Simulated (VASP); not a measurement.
# Sn (Fd-3m) in VASP: further runs

Sn is run at these levels: PBE, r2SCAN, HSE06; tasks: single point, relaxation of cell and atoms.

Program: VASP 6.6.1. These are calculated values, not measurements. Logs are shortened: lines on timing, memory, paths and dates and some standing lists are left out, and cuts for length are marked.

## (1) The cell of the first run

The structure is cubic, space group Fd-3m (No. 227). The conventional cell has a = 6.569 Å, b = 6.569 Å, c = 6.569 Å, α = 90.00°, β = 90.00°, γ = 90.00°. Sn (site symmetry -43m) has 4 Sn at 2.84 Å within 3.7 Å.

## (2) Single point, PBE

Contents of INCAR:

```
SYSTEM = Sn
  PREC = Accurate
  ENCUT = 520
  EDIFF = 1E-7
  ISMEAR = -1
  SIGMA = 0.02
  LREAL = .FALSE.
  LASPH = .TRUE.
  NELM = 100
  ALGO = Normal
  ISIF = 2
  LWAVE = .FALSE.
  LCHARG = .FALSE.
  GGA = PE
  NBANDS = 21
```

Contents of KPOINTS:

```
Automatic mesh
0
G
  6 6 6
  0 0 0
```

Contents of POSCAR:

```
Sn
1.0
    0.0000000000      3.2844597764      3.2844597764
    3.2844597764      0.0000000000      3.2844597764
    3.2844597764      3.2844597764      0.0000000000
Sn
2
Direct
    0.0000000000      0.0000000000      0.0000000000
    0.2500000000      0.2500000000      0.2500000000
```

Potentials or basis: VASP PAW PBE potentials, release 64 (Sn_d).

Launch:

```
$ cat potpaw_PBE.64/Sn_d/POTCAR > POTCAR
$ mpirun -np 1 vasp_std > vasp.out
```

OUTCAR:

```text
SYSTEM = Sn
   PREC = Accurate
   ENCUT = 520
   EDIFF = 1E-7
   ISMEAR = -1
   LREAL = .FALSE.
   LASPH = .TRUE.
   NELM = 100
   ISIF = 2
   GGA = PE

 ion  position               nearest neighbor table
   1  0.000  0.000  0.000-   2 2.84   2 2.84   2 2.84   2 2.84
   2  0.250  0.250  0.250-   1 2.84   1 2.84   1 2.84   1 2.84

  LATTYP: Found a face centered cubic cell.
 ALAT       =     6.5689195528

  Lattice vectors:

 A1 = (   0.0000000000,   3.2844597764,   3.2844597764)
 A2 = (   3.2844597764,   0.0000000000,   3.2844597764)
 A3 = (   3.2844597764,   3.2844597764,   0.0000000000)

Analysis of symmetry for initial positions (statically):
=====================================================================
 Subroutine PRICEL returns:
 Original cell was already a primitive cell.

 Routine SETGRP: Setting up the symmetry group for a
 face centered cubic supercell.

 Subroutine GETGRP returns: Found 48 space group operations
 (whereof 24 operations were pure point group operations)
 out of a pool of 48 trial point group operations.

The static configuration has the point symmetry T_d .
 The point group associated with its full space group is O_h .

Analysis of symmetry for dynamics (positions and initial velocities):
=====================================================================
 Subroutine PRICEL returns:
 Original cell was already a primitive cell.

 Routine SETGRP: Setting up the symmetry group for a
 face centered cubic supercell.

 Subroutine GETGRP returns: Found 48 space group operations
 (whereof 24 operations were pure point group operations)
 out of a pool of 48 trial point group operations.

The dynamic configuration has the point symmetry T_d .
 The point group associated with its full space group is O_h .

 Subroutine INISYM returns: Found 48 space group operations
 (whereof 24 operations are pure point group operations),
 and found     1 'primitive' translations

----------------------------------------------------------------------------------------

                                     Primitive cell

  volume of cell :      70.8634

  direct lattice vectors                    reciprocal lattice vectors
     0.000000000  3.284459776  3.284459776    -0.152232036  0.152232036  0.152232036
     3.284459776  0.000000000  3.284459776     0.152232036 -0.152232036  0.152232036
     3.284459776  3.284459776  0.000000000     0.152232036  0.152232036 -0.152232036

  length of vectors
     4.644927561  4.644927561  4.644927561     0.263673621  0.263673621  0.263673621

  position of ions in fractional coordinates (direct lattice)
     0.000000000  0.000000000  0.000000000
     0.250000000  0.250000000  0.250000000

  ion indices of the primitive-cell ions
   primitive index   ion index
                 1           1
                 2           2

----------------------------------------------------------------------------------------

 KPOINTS: Automatic mesh

Automatic generation of k-mesh.
 Grid dimensions read from file:
 generate k-points for:    6    6    6

 Generating k-lattice:

  Cartesian coordinates                     Fractional coordinates (reciprocal lattice)
    -0.025372006  0.025372006  0.025372006     0.166666667  0.000000000  0.000000000
     0.025372006 -0.025372006  0.025372006     0.000000000  0.166666667  0.000000000
     0.025372006  0.025372006 -0.025372006     0.000000000  0.000000000  0.166666667

  Length of vectors
     0.043945604  0.043945604  0.043945604

  Shift w.r.t. Gamma in fractional coordinates (k-lattice)
     0.000000000  0.000000000  0.000000000

 Subroutine IBZKPT returns following result:
 ===========================================

 Found     16 irreducible k-points:

 Following reciprocal coordinates:
            Coordinates               Weight
  0.000000  0.000000  0.000000      1.000000
  0.166667  0.000000  0.000000      8.000000
  0.333333  0.000000  0.000000      8.000000
  0.500000  0.000000  0.000000      4.000000
  0.166667  0.166667  0.000000      6.000000
  0.333333  0.166667  0.000000     24.000000
[... 8 lines left out ...]
 -0.333333  0.333333  0.166667     24.000000
 -0.333333  0.500000  0.166667     12.000000
   k-points           NKPTS =     16   k-points in BZ     NKDIM =     16   number of bands    NBANDS=     21
   number of dos      NEDOS =    301   number of ions     NIONS =      2
   total plane-waves  NPLWV =  46656
   dimension x,y,z NGX =    36 NGY =   36 NGZ =   36
   dimension x,y,z NGXF=    72 NGYF=   72 NGZF=   72
   ions per type =               2
   NGX,Y,Z   is equivalent  to a cutoff of  12.88, 12.88, 12.88 a.u.
   NGXF,Y,Z  is equivalent  to a cutoff of  25.77, 25.77, 25.77 a.u.
 SYSTEM =  Sn
   PREC   = accura    normal or accurate (medium, high low for compatibility)
   ISTART =      0    job   : 0-new  1-cont  2-samecut
   ICHARG =      2    charge: 1-file 2-atom 10-const
   ISPIN  =      1    spin polarized calculation?
   LNONCOLLINEAR =      F non collinear calculations
   LSORBIT =      F    spin-orbit coupling
   LASPH  =      T    aspherical Exc in radial PAW
   ENCUT  =  520.0 eV  38.22 Ry    6.18 a.u.   8.64  8.64  8.64*2*pi/ulx,y,z
   NELM   =    100;   NELMIN=  2; NELMDL= -5     # of ELM steps
   EDIFF  = 0.1E-06   stopping-criterion for ELM
   LREAL  =      F    real-space projection
   EDIFFG = 0.1E-05   stopping-criterion for IOM
   NSW    =      0    number of steps for IOM
   IBRION =     -1    ionic relax: 0-MD 1-quasi-New 2-CG
   NFREE  =      0    steps in history (QN), initial steepest desc. (CG)
   ISIF   =      2    stress and relaxation
   ISYM   =      2    0-nonsym 1-usesym 2-fastsym
   POTIM  = 0.5000    time-step for ionic-motion
   TEBEG  =    0.0;   TEEND  =   0.0 temperature during run
   PSTRESS=    0.0 pullay stress
   NELECT =      28.0000    total number of electrons
   NUPDOWN=      -1.0000    fix difference up-down
   EMIN   =  10.00;   EMAX   =-10.00  energy-range for DOS
   EFERMI =   0.00;   METHOD = LEGACY
   ISMEAR =    -1;   SIGMA  =   0.02  broadening in eV -4-tet -1-fermi 0-gaus
   EFERMI_NEDOS =   21; number of points for ismear=-14 and -15
   IALGO  =     38    algorithm
   IMIX   =      4    mixing-type and parameters
     AMIX     =   0.40;   BMIX     =  1.00
     AMIX_MAG =   1.60;   BMIX_MAG =  1.00
  volume/ion in A,a.u.               =      35.43       239.10
  Fermi-wavevector in a.u.,A,eV,Ry     =   1.201306  2.270139 19.635051  1.443136
  Thomas-Fermi vector in A             =   2.337118
   LORBIT       =      0    0 simple, 1 ext, 2 COOP (PROOUT), +10 PAW based schemes
   GGA     = PE    functional components
   LHFCALC =     F    Hartree Fock is set to
   AEXX    =    0.0000 exact exchange contribution
   IVDW    =     0    specifies the selected vdW correction
   LEPSILON=     F    determine dielectric tensor
   LRPA    =     F    only Hartree local field effects (RPA)
 non-spin polarized calculation
  energy-cutoff  :      520.00
  volume of cell :       70.86
 maximum number of plane-waves:      1932
 NGX is ok and might be reduce to    36
   NGX = 17   NGY = 17   NGZ = 17

 number of electron      27.9999984 magnetization

 Free energy of the ion-electron system (eV)
  ---------------------------------------------------
  ext. energy  EPLUGINS =         0.00000000
  ---------------------------------------------------
  free energy    TOTEN  =        -7.64664600 eV

  energy without entropy =       -7.64612788  energy(sigma->0) =       -7.64638694

 E-fermi :   5.1932     XC(G=0):  -8.7109

 val. band max:        4.9353003313   @ k =   0.1667   0.0000   0.0000
 cond. band min:       5.1932480225   @ k =   0.5000   0.0000   0.0000
 fundamental gap:      0.2579476912
 Fermi energy:         5.1931958283

 k-point     1 :       0.0000    0.0000    0.0000
  band No.  band energies     occupation
      1     -16.3435      2.00000
      2     -16.3435      2.00000
      3     -16.3435      2.00000
      4     -16.2891      2.00000
      5     -16.2891      2.00000
      6     -16.0086      2.00000
[... 13 lines left out ...]
     20      13.1398      0.00000
     21      13.1398      0.00000

 k-point     2 :       0.1667    0.0000    0.0000
  band No.  band energies     occupation
      1     -16.3581      2.00000
      2     -16.3581      2.00000
      3     -16.3376      2.00000
      4     -16.2679      2.00000
      5     -16.2679      2.00000
      6     -16.0374      2.00000
[... 13 lines left out ...]
     20      12.1466      0.00000
     21      12.1466      0.00000

 k-point     3 :       0.3333    0.0000    0.0000
  band No.  band energies     occupation
      1     -16.3725      2.00000
      2     -16.3725      2.00000
      3     -16.3252      2.00000
      4     -16.2424      2.00000
      5     -16.2424      2.00000
      6     -16.0590      2.00000
[... 13 lines left out ...]
     20      12.5393      0.00000
     21      12.5393      0.00000

 k-point     4 :       0.5000    0.0000    0.0000
  band No.  band energies     occupation
      1     -16.3765      2.00000
      2     -16.3765      2.00000
      3     -16.3186      2.00000
      4     -16.2342      2.00000
      5     -16.2342      2.00000
      6     -16.0651      2.00000
[... 13 lines left out ...]
     20      13.8528      0.00000
     21      13.9496      0.00000

 k-point     5 :       0.1667    0.1667    0.0000
  band No.  band energies     occupation
      1     -16.3567      2.00000
      2     -16.3567      2.00000
      3     -16.3509      2.00000
      4     -16.2695      2.00000
      5     -16.2435      2.00000
      6     -16.0787      2.00000
[... 13 lines left out ...]
     20      11.7982      0.00000
     21      13.4448      0.00000

 k-point     6 :       0.3333    0.1667    0.0000
  band No.  band energies     occupation
      1     -16.3816      2.00000
      2     -16.3709      2.00000
      3     -16.3263      2.00000
      4     -16.2432      2.00000
      5     -16.2105      2.00000
      6     -16.1125      2.00000
[... 13 lines left out ...]
     20      12.8911      0.00000
     21      13.5206      0.00000

 k-point     7 :       0.5000    0.1667    0.0000
  band No.  band energies     occupation
      1     -16.3970      2.00000
      2     -16.3812      2.00000
      3     -16.2953      2.00000
      4     -16.2182      2.00000
      5     -16.2078      2.00000
      6     -16.1085      2.00000
[... 13 lines left out ...]
     20      13.8180      0.00000
     21      14.0583      0.00000

 k-point     8 :      -0.3333    0.1667    0.0000
  band No.  band energies     occupation
      1     -16.3931      2.00000
      2     -16.3840      2.00000
      3     -16.2919      2.00000
      4     -16.2326      2.00000
      5     -16.2093      2.00000
      6     -16.0930      2.00000
[... 13 lines left out ...]
     20      12.5006      0.00000
     21      13.8619      0.00000

 k-point     9 :      -0.1667    0.1667    0.0000
  band No.  band energies     occupation
      1     -16.3753      2.00000
      2     -16.3719      2.00000
      3     -16.3210      2.00000
      4     -16.2553      2.00000
      5     -16.2341      2.00000
      6     -16.0738      2.00000
[... 13 lines left out ...]
     20      12.5557      0.00000
     21      12.6991      0.00000

 k-point    10 :       0.3333    0.3333    0.0000
  band No.  band energies     occupation
      1     -16.3800      2.00000
      2     -16.3800      2.00000
      3     -16.3294      2.00000
      4     -16.2163      2.00000
      5     -16.1748      2.00000
      6     -16.1583      2.00000
[... 13 lines left out ...]
     20      14.3657      0.00000
     21      14.4958      0.00000

 k-point    11 :       0.5000    0.3333    0.0000
  band No.  band energies     occupation
      1     -16.4009      2.00000
      2     -16.3880      2.00000
      3     -16.2857      2.00000
      4     -16.2007      2.00000
      5     -16.1828      2.00000
      6     -16.1318      2.00000
[... 13 lines left out ...]
     20      14.4979      0.00000
     21      14.6890      0.00000

 k-point    12 :      -0.3333    0.3333    0.0000
  band No.  band energies     occupation
      1     -16.4111      2.00000
      2     -16.3903      2.00000
      3     -16.2664      2.00000
      4     -16.1770      2.00000
      5     -16.1703      2.00000
      6     -16.1500      2.00000
[... 13 lines left out ...]
     20      12.5797      0.00000
     21      15.7729      0.00000

 k-point    13 :       0.5000    0.5000    0.0000
  band No.  band energies     occupation
      1     -16.3904      2.00000
      2     -16.3904      2.00000
      3     -16.2664      2.00000
      4     -16.2664      2.00000
      5     -16.1445      2.00000
      6     -16.1445      2.00000
[... 13 lines left out ...]
     20      14.3223      0.00000
     21      15.5413      0.00000

 k-point    14 :       0.5000    0.3333    0.1667
  band No.  band energies     occupation
      1     -16.3957      2.00000
      2     -16.3904      2.00000
      3     -16.2888      2.00000
      4     -16.2165      2.00000
      5     -16.1744      2.00000
      6     -16.1485      2.00000
[... 13 lines left out ...]
     20      13.2092      0.00000
     21      14.8966      0.00000

 k-point    15 :      -0.3333    0.3333    0.1667
  band No.  band energies     occupation
      1     -16.4081      2.00000
      2     -16.3949      2.00000
      3     -16.2591      2.00000
      4     -16.1925      2.00000
      5     -16.1659      2.00000
      6     -16.1532      2.00000
[... 13 lines left out ...]
     20      14.4674      0.00000
     21      14.8303      0.00000

 k-point    16 :      -0.3333    0.5000    0.1667
  band No.  band energies     occupation
      1     -16.4026      2.00000
      2     -16.4026      2.00000
      3     -16.2306      2.00000
      4     -16.2306      2.00000
      5     -16.1481      2.00000
      6     -16.1481      2.00000
[... 13 lines left out ...]
     20      14.1114      0.00000
     21      15.3401      0.00000

------------------------ aborting loop because EDIFF is reached ----------------------------------------

  FORCE on cell =-STRESS in cart. coord.  units (eV):
  Direction    XX          YY          ZZ          XY          YZ          ZX
  --------------------------------------------------------------------------------------
  -------------------------------------------------------------------------------------
  Total        0.6807532      0.6807532      0.6807532      0.0000000      0.0000000      0.0000000
  in kB       15.3914121     15.3914121     15.3914121      0.0000000      0.0000000      0.0000000
  external PRESSURE =      15.3914121 kB  Pullay stress =       0.0000000 kB

 VOLUME and BASIS-vectors are now :
 -----------------------------------------------------------------------------
  energy-cutoff  :      520.00
  volume of cell :       70.86
      direct lattice vectors                 reciprocal lattice vectors
     0.000000000  3.284459776  3.284459776    -0.152232036  0.152232036  0.152232036
     3.284459776  0.000000000  3.284459776     0.152232036 -0.152232036  0.152232036
     3.284459776  3.284459776  0.000000000     0.152232036  0.152232036 -0.152232036

 POSITION                                       TOTAL-FORCE (eV/Angst)
 -----------------------------------------------------------------------------------
      0.00000      0.00000      0.00000         0.000000      0.000000      0.000000
      1.64223      1.64223      1.64223        -0.000000     -0.000000     -0.000000
 -----------------------------------------------------------------------------------
    total drift:                                0.000000      0.000000      0.000000

  FREE ENERGIE OF THE ION-ELECTRON SYSTEM (eV)
  ---------------------------------------------------
  free  energy   TOTEN  =        -7.6466459982 eV

  energy  without entropy=       -7.6461278796  energy(sigma->0) =       -7.64638694
```

Wall time 15 s (1 thread of Intel Xeon 6975P-C (Granite Rapids), shared host); peak memory 0.19 GiB.

What came out:

* Free energy: -7.6466 eV
* Pressure: 1.5 GPa
* Band gap on the k mesh: zero (band 14 reaches 5.36 eV, above the bottom of band 15 at 5.19 eV)

Caveat: spin-orbit coupling is left out, which moves the levels of the heavy elements.

(Part 1 of 3 ends here.)
